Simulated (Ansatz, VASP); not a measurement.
CoSi2 in VASP and in Ansatz

File INCAR:

```
SYSTEM = CoSi2
  PREC = Accurate
  ENCUT = 520
  EDIFF = 1E-6
  ISMEAR = 0
  SIGMA = 0.15
  LREAL = .False.
  LASPH = .True.
  NELM = 80
  ALGO = Normal
  ISIF = 2
  LWAVE = .False.
  LCHARG = .False.
  GGA = PS
  NBANDS = 16
```

File KPOINTS:

```
regular mesh
0
Gamma
  16 16 16
  0 0 0
```

POSCAR

```
CoSi2
1.0
    0.0000000000      2.6562539604      2.6562539604
    2.6562539604      0.0000000000      2.6562539604
    2.6562539604      2.6562539604      0.0000000000
Co Si
1 2
Direct
    0.0000000000      0.0000000000      0.0000000000
    0.2663016304      0.2663016304      0.2663016304
    0.7336983696      0.7336983696      0.7336983696
```

Input for Ansatz:

```yaml
crystal:
  lattice:
    - [0.0, 2.6562539604, 2.6562539604]
    - [2.6562539604, 0.0, 2.6562539604]
    - [2.6562539604, 2.6562539604, 0.0]
  atoms:
    - { symbol: Co, position: [0.0, 0.0, 0.0] }
    - { symbol: Si, position: [0.2663016304, 0.2663016304, 0.2663016304] }
    - { symbol: Si, position: [0.7336983696, 0.7336983696, 0.7336983696] }
basis:
  ecutwfc: 420
kpoints:
  mp_grid: { grid: [16, 16, 16] }
hamiltonian:
  xc: pbesol
scf:
  occupations: { method: gaussian, width: 0.15 }
output:
  forces: true
  stress: true
  eigenvalues: true
  write_density: true
  write_potential: true
  elf: true
  volumetric_format: npy
```

Change from the starting cell: mode 4 (341.3 1/cm) frozen in, largest displacement +0.150 Å.

Alike in both runs: task single point; functional PBEsol; k mesh 16 × 16 × 16; occupations gaussian, width 0.15 eV; no spin polarisation.

|  | VASP | Ansatz |
| --- | --- | --- |
| version | VASP 6.6.1 | Ansatz 0.2.0 |
| potentials or method | VASP PAW PBE potentials, release 64 (Co, Si), cutoff 520 eV | scalar-relativistic, plane waves, PAW |
| valence electrons in the cell | 17 | 25 |

|  | VASP | Ansatz | Ansatz less VASP |
| --- | --- | --- | --- |
| gap on the k mesh at the Fermi level (eV) | none | none | - |
| pressure (GPa) | 3.5 | 3.4 | -0.09 |
| traceless stress, the component that is largest in VASP (GPa) | -6.17 | -6.12 | +0.054 |
| rms of the force components (eV/Å) | 0.728 | 0.724 | -0.0044 |

VASP's potentials were made for PBE, not for PBEsol. Atom by atom the forces differ by 0.004 eV/Å (rms over components). A gap of «none» marks a metal or a gap that the smearing closes. With one functional, cell and mesh, what is left measures potentials, basis and numerics. VASP's potentials hold 17 valence electrons a cell and Ansatz's 25, so a difference there can come from the potentials and not from the codes.
